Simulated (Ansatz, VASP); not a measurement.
# BaF2 in VASP and in Ansatz

File INCAR:

```
  PREC = Accurate
  ENCUT = 600
  EDIFF = 1E-6
  ISMEAR = 1
  SIGMA = 0.2
  LREAL = F
  LASPH = T
  NELM = 120
  ALGO = Normal
  ISIF = 2
  LWAVE = F
  LCHARG = T
  GGA = PS
  LELF = T
  LVHAR = T
  NBANDS = 19
  GGA_COMPAT = F
```

KPOINTS

```
Automatic mesh
0
Gamma
  6 6 6
```

Contents of POSCAR:

```
BaF2
1.0
    0.0000000000      3.0971612425      3.0971612425
    3.0971612425      0.0000000000      3.0971612425
    3.0971612425      3.0971612425      0.0000000000
Ba F
1 2
Direct
    0.0000000000      0.0000000000      0.0000000000
    0.2500000000      0.2500000000      0.2500000000
    0.7500000000      0.7500000000      0.7500000000
```

Input for Ansatz:

```yaml
crystal:
  lattice:
    - [0.0, 3.0971612425, 3.0971612425]
    - [3.0971612425, 0.0, 3.0971612425]
    - [3.0971612425, 3.0971612425, 0.0]
  atoms:
    - { symbol: Ba, position: [0.0, 0.0, 0.0] }
    - { symbol: F, position: [0.25, 0.25, 0.25] }
    - { symbol: F, position: [0.75, 0.75, 0.75] }
kpoints:
  mp_grid: { grid: [6, 6, 6] }
hamiltonian:
  xc: pbesol
scf:
  occupations: { method: methfessel_paxton, width: 0.2 }
  n_extra_bands: 4
output:
  forces: true
  stress: true
  eigenvalues: true
```

Alike in both runs: task single point; functional PBEsol; k mesh 6 × 6 × 6; occupations methfessel-paxton of order 1, width 0.2 eV; no spin polarisation.

|  | VASP | Ansatz |
| --- | --- | --- |
| version | VASP 6.6.1 | Ansatz 0.2.0 |
| potentials or method | VASP PAW PBE potentials, release 64 (Ba_sv, F) | plane waves |
| plane-wave cutoff (eV) | 600 | 420 |
| valence electrons in the cell | 24 | 24 |

```tsv
	VASP	Ansatz	Ansatz less VASP
gap on the k mesh at the Fermi level (eV)	6.66	6.74	+0.080
pressure (GPa)	-0.6	-1.6	-0.99
```

VASP's potentials were made for PBE, not for PBEsol.

Spin-orbit coupling is off throughout.
